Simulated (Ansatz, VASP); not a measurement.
## Cd3HgS4 in VASP and in Ansatz

INCAR

```
PREC = Accurate
ENCUT = 520
EDIFF = 1E-7
ISMEAR = 0
SIGMA = 0.1
LREAL = F
LASPH = T
NELM = 100
ALGO = Normal
ISIF = 2
LWAVE = F
LCHARG = T
GGA = PE
LELF = T
LVHAR = T
NBANDS = 46
```

Contents of KPOINTS:

```
Automatic mesh
0
Gamma
  6 6 2
```

File POSCAR:

```
Cd3HgS4
1.0
    4.0902779500      0.0000000000      0.0000000000
   -2.0451389800      3.5422846200      0.0000000000
    0.0000000000      0.0000000000     13.3526616000
Cd Hg S
3 1 4
Direct
    0.3333333300      0.6666666700      0.5000000000
    0.6666666700      0.3333333300      0.2500000000
    0.6666666700      0.3333333300      0.7500000000
    0.3333333300      0.6666666700      0.0000000000
    0.3333333300      0.6666666700      0.1925000000
    0.3333333300      0.6666666700      0.6925000000
    0.6666666700      0.3333333300      0.4425000000
    0.6666666700      0.3333333300      0.9425000000
```

Input for Ansatz:

```yaml
crystal:
  lattice:
    - [4.09027795, 0.0, 0.0]
    - [-2.04513898, 3.54228462, 0.0]
    - [0.0, 0.0, 13.3526616]
  atoms:
    - { symbol: Cd, position: [0.33333333, 0.66666667, 0.5] }
    - { symbol: Cd, position: [0.66666667, 0.33333333, 0.25] }
    - { symbol: Cd, position: [0.66666667, 0.33333333, 0.75] }
    - { symbol: Hg, position: [0.33333333, 0.66666667, 0.0] }
    - { symbol: S, position: [0.33333333, 0.66666667, 0.1925] }
    - { symbol: S, position: [0.33333333, 0.66666667, 0.6925] }
    - { symbol: S, position: [0.66666667, 0.33333333, 0.4425] }
    - { symbol: S, position: [0.66666667, 0.33333333, 0.9425] }
basis:
  ecutwfc: 420
kpoints:
  mp_grid: { grid: [6, 6, 2] }
hamiltonian:
  xc: pbe
scf:
  occupations: { method: gaussian, width: 0.1 }
  lower_state_search: "off"
output:
  forces: true
  stress: true
  eigenvalues: true
```

Alike in both runs: task single point; functional PBE; k mesh 6 × 6 × 2; occupations gaussian, width 0.1 eV; no spin polarisation.

```csv
,VASP,Ansatz
version,VASP 6.6.1,Ansatz 0.2.0
potentials or method,"VASP PAW PBE potentials, release 64 (Cd, Hg, S), cutoff 520 eV","scalar-relativistic, plane waves, PAW"
valence electrons in the cell,72,104
```

```tsv
	VASP	Ansatz	Ansatz less VASP
gap on the k mesh at the Fermi level (eV)	0.67	0.66	-0.005
least direct gap on the mesh (eV)	0.67	0.66	-0.005
pressure (GPa)	5.7	5.3	-0.40
traceless stress, the component that is largest in VASP (GPa)	-1.82	-1.76	+0.059
rms of the force components (eV/Å)	0.169	0.164	-0.0053
```

Atom by atom the forces differ by 0.005 eV/Å (rms over components). VASP's potentials hold 72 valence electrons a cell and Ansatz's 104, so a difference there can come from the potentials and not from the codes.

Spin-orbit coupling is off throughout.
